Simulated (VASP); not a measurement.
Here is a VASP 6.6.1 calculation.

File INCAR:

```
SYSTEM = BaTiO3
PREC     = Accurate       ! precision mode
ENCUT    = 520            ! plane-wave cutoff, eV
EDIFF    = 1E-6           ! SCF threshold, eV
ISMEAR   = 0              ! smearing method
SIGMA    = 0.02           ! smearing width, eV
LREAL    = .False.        ! projectors in reciprocal space
LASPH    = .True.         ! aspherical terms in the spheres
NELM     = 150            ! most SCF steps
ALGO     = Normal         ! electronic algorithm
ISIF     = 2              ! what is computed and relaxed
LWAVE    = .False.        ! write WAVECAR
LCHARG   = .True.         ! write CHGCAR
MAGMOM   = 0 0 0 0 0 0 0 0 0 0 0 0 0 0 0 ! initial moments
LORBIT   = 11             ! projections on sites
LSORBIT  = .True.         ! spin-orbit coupling
GGA_COMPAT= .False.      
LORBMOM  = .True.       
LMAXMIX  = 4              ! l up to which the mixer works
GGA      = PS             ! functional
LVHAR    = .True.       
NBANDS   = 55             ! bands
```

File KPOINTS:

```
regular mesh
0
Gamma
  5 5 5
  0 0 0
```

File POSCAR:

```
BaTiO3
1.0
    3.9998000000      0.0000000000      0.0000000000
    0.0000000000      3.9998000000      0.0000000000
    0.0000000000      0.0000000000      4.0180000000
Ba Ti O
1 1 3
Direct
    0.0000000000      0.0000000000      0.0000000000
    0.5000000000      0.5000000000      0.4900000000
    0.5000000000      0.5000000000      0.0190000000
    0.5000000000      0.0000000000      0.5170000000
    0.0000000000      0.5000000000      0.5170000000
```

Potentials or basis: VASP PAW PBE potentials, release 64 (Ba_sv, Ti_sv, O).

Run with:

```bash
$ cat potpaw_PBE.64/Ba_sv/POTCAR potpaw_PBE.64/Ti_sv/POTCAR potpaw_PBE.64/O/POTCAR > POTCAR
$ mpirun -np 1 vasp_ncl > vasp.out
```

Task: Predict the largest force.

Result: 0.329 eV/Å.

Task: What does it give for the pressure?

Result: -2.0 GPa.

Task: Predict the net moment.

Result: 0.00 μB per cell.

Moments on the atoms (μB; x, y, z):
```
Ba  0.00 0.00 0.00
Ti  0.00 0.00 0.00
O   0.00 0.00 0.00
O   0.00 0.00 0.00
O   0.00 0.00 0.00
```

Caveat: the PAW data sets were made with another functional, which shifts forces and pressure a little.
